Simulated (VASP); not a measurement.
Write the native input for VASP 6.6.1 that does the following.

| Item | Value |
| --- | --- |
| Task | relaxation of cell and atoms |
| Functional | PBE |
| Potentials or basis | VASP PAW PBE potentials, release 64 (Nb_sv, B) |
| Cutoff | 600 eV |
| k mesh | 6 × 6 × 10 |
| Occupations | gaussian, width 0.1 eV |
| Spin | no spin polarisation |
| Dipole correction | no |
| Further INCAR settings | ALGO = Normal; EDIFF = 1e-07; IBRION = 2; EDIFFG = -0.001; NSW = 80; ISIF = 3 |

The structure of Nb3B5 lies in POSCAR:

```
Nb3B5
1.0
    5.4079843947      0.0000000000      0.0000000000
   -2.7039921973      4.6834518691      0.0000000000
    0.0000000000      0.0000000000      3.2152271910
Nb B
3 5
Direct
    0.6753786548      0.6753786548      0.5000000000
    0.3246213452      0.0000000000      0.5000000000
    0.0000000000      0.3246213452      0.5000000000
    0.0000000000      0.6551494895      0.0000000000
    0.3333333333      0.6666666667      0.0000000000
    0.3448505105      0.3448505105      0.0000000000
    0.6666666667      0.3333333333      0.0000000000
    0.6551494895      0.0000000000      0.0000000000
```

These files were run (other wordings do the same):

INCAR

```
PREC = Accurate
ENCUT = 600
EDIFF = 1E-7
ISMEAR = 0
SIGMA = 0.1
LREAL = False
LASPH = True
NELM = 100
ALGO = Normal
ISIF = 3
LWAVE = False
LCHARG = False
GGA = PE
IBRION = 2
NSW = 80
EDIFFG = -0.001
```

KPOINTS

```
Automatic mesh
0
Gamma
  6 6 10
```

Potentials or basis: VASP PAW PBE potentials, release 64 (Nb_sv, B).

Run with:

```console
$ cat potpaw_PBE.64/Nb_sv/POTCAR potpaw_PBE.64/B/POTCAR > POTCAR
$ mpirun -np 1 vasp_std > vasp.out
```

It gave:

The relaxed volume is 10.17 Å³/atom and the relaxed cell is a = 5.406 Å, b = 5.406 Å, c = 3.213 Å, α = 90.00°, β = 90.00°, γ = 120.00°. The space group after relaxing (to 0.05 Å) is P-62m (No. 189) and the energy gained by relaxing is 0.0 meV/atom. The ionic steps are 10 and the pressure after relaxing is 0.0 GPa. The band gap on the k mesh is zero (band 27 reaches 12.11 eV, above the bottom of band 28 at 10.34 eV).

Wall time 7.4 min on 1 thread of Intel(R) Xeon(R) 6975P-C (Granite Rapids), with other jobs on the host, peak memory 0.31 GiB.
